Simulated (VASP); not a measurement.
# C in VASP: a series of runs, part 2 of 2

VASP 6.6.1.

**3. Relaxation of shape and atoms at fixed volume, PBE+D3(BJ) (33.37 Å³/atom)**

This run uses another cell than the first one.

Contents of INCAR:

```
SYSTEM = C
  PREC = Accurate
  ENCUT = 600
  EDIFF = 1E-6
  ISMEAR = 0
  SIGMA = 0.1
  LREAL = .False.
  LASPH = .True.
  NELM = 80
  ALGO = Normal
  ISIF = 4
  LWAVE = .False.
  LCHARG = .False.
  GGA = PE
  IVDW = 12
  IBRION = 2
  NSW = 50
  EDIFFG = -0.01
```

Contents of KPOINTS:

```
Automatic mesh
0
Gamma
  18 18 2
  0 0 0
```

Contents of POSCAR:

```
C
1.0
    2.4895470751      0.0000000000      0.0000000000
   -1.2447735376      2.1560110110      0.0000000000
    0.0000000000      0.0000000000     24.8654439397
C
4
Direct
    0.0000000000      0.0000000000      0.5691359923
    0.0000000000      0.0000000000      0.4308640077
    0.3333333333      0.6666666667      0.4308447897
    0.6666666667      0.3333333333      0.5691552103
```

Potentials or basis: VASP PAW PBE potentials, release 64 (C).

Launch:

```sh
cat potpaw_PBE.64/C/POTCAR > POTCAR
mpirun -np 1 vasp_std > vasp.out
```

Wall time 18 min (1 thread of Intel Xeon Platinum 8259CL at 2.50GHz (Skylake/Cascade Lake), shared host); peak memory 0.35 GiB.

It converged, with:

```
Free energy                  : -37.3643 eV
Energy gained by relaxing    : 6.2 meV/atom
Ionic steps                  : 18
Largest force after relaxing : 0.008 eV/Å
Band gap on the k mesh       : zero (filled and empty bands touch)
Dispersion energy per atom   : -0.119 eV
```

Forces in eV/Å, atoms in the order of the input:
```
C    0.000  0.000 -0.008
C    0.000  0.000  0.008
C    0.000  0.000 -0.007
C    0.000  0.000  0.007
```

The path:
| step | energy change (eV) | largest force (eV/Å) | pressure (GPa) | volume (Å³) |
| --- | --- | --- | --- | --- |
| 1 | 0.0000 | 0.0045 | -2.18 | 133.47 |
| 2 | -0.0231 | 0.0145 | 0.09 | 133.47 |
| 3 | -0.0235 | 0.0135 | -0.19 | 133.47 |
| 4 | -0.0235 | 0.0138 | -0.15 | 133.47 |
| 5 | -0.0236 | 0.0126 | -0.19 | 133.47 |
| 6 | -0.0236 | 0.0195 | -0.29 | 133.47 |
| 7 | -0.0236 | 0.0174 | -0.26 | 133.47 |
| 8 | -0.0236 | 0.0160 | -0.26 | 133.47 |
| 9 | -0.0236 | 0.0148 | -0.26 | 133.47 |
| 10 | -0.0237 | 0.0113 | -0.27 | 133.47 |
| 11 | -0.0239 | 0.0131 | -0.28 | 133.47 |
| 12 | -0.0241 | 0.0216 | -0.31 | 133.47 |
| 13 | -0.0243 | 0.0396 | -0.35 | 133.47 |
| 14 | -0.0244 | 0.0375 | -0.34 | 133.47 |
| 15 | -0.0245 | 0.0294 | -0.30 | 133.47 |
| 16 | -0.0247 | 0.0137 | -0.22 | 133.47 |
| 17 | -0.0248 | 0.0161 | -0.06 | 133.47 |
| 18 | -0.0249 | 0.0080 | -0.10 | 133.47 |

Final structure:
```
CELL_PARAMETERS angstrom
2.46640 0.00000 0.00000
-1.23320 2.13597 0.00000
0.00000 0.00000 25.33427
ATOMIC_POSITIONS crystal
C 0.00000 0.00000 0.56717
C 0.00000 0.00000 0.43283
C 0.33333 0.66667 0.43283
C 0.66667 0.33333 0.56717
```

Levels at points of the mesh, in eV from the Fermi level:
```csv
k point,band 5,band 6,band 7,band 8,band 9,band 10,band 11,band 12
"(0.00, 0.00, 0.00)",-3.03,-3.03,-3.02,-3.02,3.45,3.82,4.32,4.90
"(0.50, 0.00, 0.00)",-6.42,-6.39,-2.53,-2.20,1.55,1.88,7.29,7.46
"(0.00, 0.00, 0.50)",-3.03,-3.03,-3.02,-3.02,3.45,3.81,4.38,4.76
"(0.50, 0.00, 0.50)",-6.42,-6.39,-2.53,-2.20,1.55,1.88,7.29,7.46
```

**4. Single point, PBE+D3(BJ)**

This run uses another cell than the first one.

Contents of INCAR:

```
SYSTEM = C
PREC     = Accurate       ! precision mode
ENCUT    = 600            ! plane-wave cutoff, eV
EDIFF    = 1E-6           ! SCF threshold, eV
ISMEAR   = 0              ! smearing method
SIGMA    = 0.15           ! smearing width, eV
LREAL    = .False.        ! projectors in reciprocal space
LASPH    = .True.         ! aspherical terms in the spheres
NELM     = 120            ! most SCF steps
ALGO     = Normal         ! electronic algorithm
ISIF     = 2              ! what is computed and relaxed
LWAVE    = .False.        ! write WAVECAR
LCHARG   = .False.        ! write CHGCAR
GGA      = PE             ! functional
IVDW     = 12             ! dispersion correction
NBANDS   = 16             ! bands
GGA_COMPAT= .False.
```

Contents of KPOINTS:

```
regular mesh
0
Gamma
  24 24 2
  0 0 0
```

Contents of POSCAR:

```
C
1.0
    2.4652678561      0.0000000000      0.0000000000
   -1.2326339280      2.1349845905      0.0000000000
    0.0000000000      0.0000000000     23.9222939139
C
4
Direct
    0.0000000000      0.0000000000      0.5711557753
    0.0000000000      0.0000000000      0.4288442247
    0.3333333333      0.6666666667      0.4288237756
    0.6666666667      0.3333333333      0.5711762244
```

Launch:

```sh
cat potpaw_PBE.64/C/POTCAR > POTCAR
mpirun -np 1 vasp_std > vasp.out
```

It took 8.9 min on 1 thread of Intel Xeon 8259CL, shared host; peak memory 0.41 GiB.

Results (log left out):

* Free energy: -37.3643 eV
* Band gap on the k mesh: zero (filled and empty bands touch)
* Dispersion energy per atom: -0.119 eV

Levels at points of the mesh, in eV from the Fermi level:
```tsv
k point	band 6	band 7	band 8	band 9	band 10	band 11
(0.00, 0.00, 0.00)	-3.03	-3.02	-3.02	3.43	3.80	4.35
(0.50, 0.00, 0.00)	-6.40	-2.54	-2.21	1.55	1.87	7.30
(0.00, 0.00, 0.50)	-3.03	-3.02	-3.02	3.43	3.78	4.41
(0.50, 0.00, 0.50)	-6.40	-2.54	-2.21	1.55	1.87	7.30
```

**5. Single point, PBE+D3(BJ)**

This run uses another cell than the first one.

Contents of INCAR:

```
SYSTEM = C
  PREC = Accurate
  ENCUT = 600
  EDIFF = 1E-6
  ISMEAR = 0
  SIGMA = 0.15
  LREAL = .FALSE.
  LASPH = .TRUE.
  NELM = 120
  ALGO = Normal
  ISIF = 2
  LWAVE = .FALSE.
  LCHARG = .FALSE.
  GGA = PE
  IVDW = 12
  NBANDS = 16
  GGA_COMPAT = .FALSE.
```

Contents of KPOINTS:

```
Automatic mesh
0
G
  24 24 4
  0 0 0
```

POSCAR is that of step 4.

Launch:

```sh
cat potpaw_PBE.64/C/POTCAR > POTCAR
mpirun -np 1 vasp_std > vasp.out
```

It took 16 min on 1 thread of Intel Xeon 8259CL, shared host; peak memory 0.57 GiB.

It converged, with:

```yaml
Free_energy: -37.3643 eV
Band_gap_on_the_k_mesh: zero (filled and empty bands touch)
Dispersion_energy_per_atom: -0.119 eV
```

Levels at points of the mesh, in eV from the Fermi level:
| k point | band 5 | band 6 | band 7 | band 8 | band 9 | band 10 | band 11 | band 12 |
| --- | --- | --- | --- | --- | --- | --- | --- | --- |
| (0.00, 0.00, 0.00) | -3.03 | -3.03 | -3.02 | -3.02 | 3.43 | 3.80 | 4.32 | 5.08 |
| (0.50, 0.00, 0.00) | -6.42 | -6.40 | -2.54 | -2.21 | 1.55 | 1.87 | 7.30 | 7.48 |
| (0.00, 0.00, 0.50) | -3.03 | -3.03 | -3.02 | -3.02 | 3.43 | 3.79 | 4.39 | 4.89 |
| (0.50, 0.00, 0.50) | -6.42 | -6.40 | -2.54 | -2.21 | 1.55 | 1.87 | 7.30 | 7.48 |

**6. Single point, PBE+D3(BJ) (uniaxial strain along c: -6.0 %)**

Contents of INCAR:

```
SYSTEM = C
ALGO = Normal ; EDIFF = 1E-6
ENCUT = 520 ; GGA = PE
ISIF = 2 ; ISMEAR = 0
IVDW = 12 ; LASPH = .TRUE.
LCHARG = .TRUE. ; LELF = .TRUE.
LREAL = .FALSE. ; LVHAR = .TRUE.
LWAVE = .FALSE. ; NBANDS = 16
NELM = 60 ; PREC = Accurate
SIGMA = 0.1
```

Contents of KPOINTS:

```
k-points
0
G
  24 24 4
  0 0 0
```

Contents of POSCAR:

```
C
1.0
    2.5022468856      0.0000000000      0.0000000000
   -1.2511234428      2.1670093694      0.0000000000
    0.0000000000      0.0000000000     22.4869540631
C
4
Direct
    0.0000000000      0.0000000000      0.5711557793
    0.0000000000      0.0000000000      0.4288442207
    0.3333333333      0.6666666667      0.4288237717
    0.6666666667      0.3333333333      0.5711762283
```

Potentials or basis: VASP PAW PBE potentials, release 64 (C).

Launch:

```sh
cat potpaw_PBE.64/C/POTCAR > POTCAR
mpirun -np 1 vasp_std > vasp.out
```

It took 4.8 min on 1 thread of Intel Xeon 6975P-C (Granite Rapids), shared host; peak memory 0.46 GiB.

Results (log left out):

```yaml
Free_energy: -37.2895 eV
Largest_force: 0.055 eV/Å
Band_gap_on_the_k_mesh: zero (filled and empty bands touch)
Dispersion_energy_per_atom: -0.122 eV
```

Forces in eV/Å, atoms in the order of the input:
```
C    0.000  0.000  0.042
C    0.000  0.000 -0.042
C    0.000  0.000 -0.055
C    0.000  0.000  0.055
```

Levels at points of the mesh, in eV from the Fermi level:
| k point | band 6 | band 7 | band 8 | band 9 | band 10 | band 11 |
| --- | --- | --- | --- | --- | --- | --- |
| (0.00, 0.00, 0.00) | -3.04 | -3.02 | -3.02 | 3.63 | 3.98 | 4.53 |
| (0.50, 0.00, 0.00) | -6.25 | -2.53 | -2.06 | 1.52 | 1.92 | 6.83 |
| (0.00, 0.00, 0.50) | -3.04 | -3.02 | -3.02 | 3.64 | 3.95 | 4.61 |
| (0.50, 0.00, 0.50) | -6.25 | -2.53 | -2.06 | 1.52 | 1.92 | 6.83 |

Caveat: the cell differs from its parent crystal (uniaxial strain along c: -6.0 %).

**7. Single point, PBE+D3(BJ) (uniaxial strain along c: +6.0 %)**

Contents of INCAR:

```
PREC = Accurate
ENCUT = 520
EDIFF = 1E-6
ISMEAR = 0
SIGMA = 0.1
LREAL = F
LASPH = T
NELM = 100
ALGO = Normal
ISIF = 2
LWAVE = F
LCHARG = F
GGA = PE
IVDW = 12
NBANDS = 16
```

Contents of KPOINTS:

```
regular mesh
0
Gamma
  24 24 4
```

Contents of POSCAR:

```
C
1.0
    2.4282888495      0.0000000000      0.0000000000
   -1.2141444248      2.1029598314      0.0000000000
    0.0000000000      0.0000000000     25.3576290499
C
4
Direct
    0.0000000000      0.0000000000      0.5711557793
    0.0000000000      0.0000000000      0.4288442207
    0.3333333333      0.6666666667      0.4288237717
    0.6666666667      0.3333333333      0.5711762283
```

Launch:

```sh
cat potpaw_PBE.64/C/POTCAR > POTCAR
mpirun -np 1 vasp_std > vasp.out
```

Run time: 5.5 min. Hardware: 1 thread of Intel Xeon 6975P-C (Granite Rapids), shared host; peak memory 0.46 GiB.

It converged, with:

- Free energy: -37.2769 eV
- Largest force: 0.026 eV/Å
- Band gap on the k mesh: zero (filled and empty bands touch)
- Dispersion energy per atom: -0.114 eV

Forces in eV/Å, atoms in the order of the input:
```
C    0.000  0.000 -0.015
C    0.000  0.000  0.015
C    0.000  0.000  0.026
C    0.000  0.000 -0.026
```

Levels at points of the mesh, in eV from the Fermi level:
| k point | band 4 | band 5 | band 6 | band 7 | band 8 | band 9 | band 10 | band 11 | band 12 | band 13 |
| --- | --- | --- | --- | --- | --- | --- | --- | --- | --- | --- |
| (0.00, 0.00, 0.00) | -7.60 | -3.02 | -3.02 | -3.01 | -3.01 | 3.22 | 3.63 | 4.16 | 4.80 | 5.11 |
| (0.50, 0.00, 0.00) | -13.52 | -6.55 | -6.53 | -2.57 | -2.34 | 1.58 | 1.84 | 7.78 | 7.89 | 11.20 |
| (0.00, 0.00, 0.50) | -7.60 | -3.02 | -3.02 | -3.01 | -3.01 | 3.23 | 3.62 | 4.22 | 4.61 | 5.55 |
| (0.50, 0.00, 0.50) | -13.52 | -6.55 | -6.53 | -2.57 | -2.34 | 1.58 | 1.84 | 7.78 | 7.89 | 11.20 |

Caveat: the cell differs from its parent crystal (uniaxial strain along c: +6.0 %).

**8. Overview**

| task | cell | k mesh | cutoff (eV) | smearing | gap on the mesh (eV) | relaxed volume (Å³/atom) | largest force (eV/Å) |
| --- | --- | --- | --- | --- | --- | --- | --- |
| relaxation of shape and atoms at fixed volume | relaxed from a = 2.440, b = 2.440, c = 23.681 Å, angles 90.0, 90.0, 120.0°, 4 atoms, atomic positions A | 18 × 18 × 2 | 600 | gaussian 0.1 eV | none | 30.53 | 0.01 |
| relaxation of shape and atoms at fixed volume | relaxed from a = 2.490, b = 2.490, c = 24.865 Å, angles 90.0, 90.0, 120.0°, 4 atoms, atomic positions B | 18 × 18 × 2 | 600 | gaussian 0.1 eV | none | 33.37 | 0.01 |
| single point | a = 2.465, b = 2.465, c = 23.922 Å, angles 90.0, 90.0, 120.0°, 4 atoms, atomic positions A | 24 × 24 × 2 | 600 | gaussian 0.15 eV | none | - | - |
| single point | a = 2.465, b = 2.465, c = 23.922 Å, angles 90.0, 90.0, 120.0°, 4 atoms, atomic positions A | 24 × 24 × 4 | 600 | gaussian 0.15 eV | none | - | - |
| single point | a = 2.502, b = 2.502, c = 22.487 Å, angles 90.0, 90.0, 120.0°, 4 atoms, atomic positions A | 24 × 24 × 4 | 520 | gaussian 0.1 eV | none | - | 0.05 |
| single point | a = 2.428, b = 2.428, c = 25.358 Å, angles 90.0, 90.0, 120.0°, 4 atoms, atomic positions A | 24 × 24 × 4 | 520 | gaussian 0.1 eV | none | - | 0.03 |

Alike in all rows: level PBE+D3(BJ); potentials or basis VASP PAW PBE potentials, release 64 (C); no spin polarisation.

Absolute energies hang on the potentials; compare differences alone.
